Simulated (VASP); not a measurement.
Here is a VASP 6.6.1 calculation.

Contents of INCAR:

```
  PREC = Accurate
  ENCUT = 520
  EDIFF = 1E-6
  ISMEAR = 0
  SIGMA = 0.1
  LREAL = F
  LASPH = T
  NELM = 60
  ALGO = Normal
  ISIF = 2
  LWAVE = F
  LCHARG = F
  GGA = PE
  NBANDS = 18
```

File KPOINTS:

```
regular mesh
0
Gamma
  6 6 6
```

Contents of POSCAR:

```
TlSi2
1.0
    0.0000000000      3.3332166593      3.3332166593
    3.3332166593      0.0000000000      3.3332166593
    3.3332166593      3.3332166593      0.0000000000
Tl Si
1 2
Direct
    0.0000000000      0.0000000000      0.0000000000
    0.2500000000      0.2500000000      0.2500000000
    0.7500000000      0.7500000000      0.7500000000
```

Potentials or basis: VASP PAW PBE potentials, release 64 (Tl_d, Si).

Command:

```bash
$ cat potpaw_PBE.64/Tl_d/POTCAR potpaw_PBE.64/Si/POTCAR > POTCAR
$ mpirun -np 1 vasp_std > vasp.out
```

What does it give for the pressure?

0.3 GPa.

Estimate the band gap on the k mesh.

zero (an odd number of electrons rules out a gap without spin polarisation).

Caveat: spin-orbit coupling is left out, which moves the levels of the heavy elements; an odd number of electrons without spin polarisation forces a metal; a magnetic or distorted state may lie lower.
